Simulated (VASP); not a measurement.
Wanted: the native input for a VASP 6.6.1 run.

```yaml
Task: single point
Functional: LDA
Potentials_or_basis: VASP PAW LDA potentials, release 64 (Ti_sv, C, N)
Cutoff: 520 eV
k_mesh: 9 × 9 × 9
Occupations: fermi-dirac, width 0.1 eV
Spin: no spin polarisation
Dipole_correction: no
Further_INCAR_settings: ALGO = Normal; EDIFF = 1e-07; NBANDS = 24
```

The structure of Ti2CN lies in POSCAR:

```
Ti2CN
1.0
    1.5136240000      0.8738910000      4.9555280000
   -1.5136240000      0.8738910000      4.9555280000
    0.0000000000     -1.7477820000      4.9555280000
Ti C N
2 1 1
Direct
    0.7492330000      0.7492330000      0.7492330000
    0.2507670000      0.2507670000      0.2507670000
    0.0000000000      0.0000000000      0.0000000000
    0.5000000000      0.5000000000      0.5000000000
```

One way to write it, as run:

INCAR

```
SYSTEM = Ti2CN
PREC = Accurate
ENCUT = 520
EDIFF = 1E-7
ISMEAR = -1
SIGMA = 0.1
LREAL = .False.
LASPH = .True.
NELM = 100
ALGO = Normal
ISIF = 2
LWAVE = .False.
LCHARG = .False.
GGA = CA
NBANDS = 24
```

KPOINTS

```
regular mesh
0
Gamma
  9 9 9
  0 0 0
```

Potentials or basis: VASP PAW LDA potentials, release 64 (Ti_sv, C, N).

The run is started by

```console
$ cat potpaw_LDA.64/Ti_sv/POTCAR potpaw_LDA.64/C/POTCAR potpaw_LDA.64/N/POTCAR > POTCAR
$ mpirun -np 1 vasp_std > vasp.out
```

It gave:

| Quantity | Value |
| --- | --- |
| Pressure | -12.2 GPa |
| Largest force | 0.118 eV/Å |

Wall time 8.2 min on 1 thread of AMD EPYC 7571, on a shared host, peak memory 0.21 GiB.
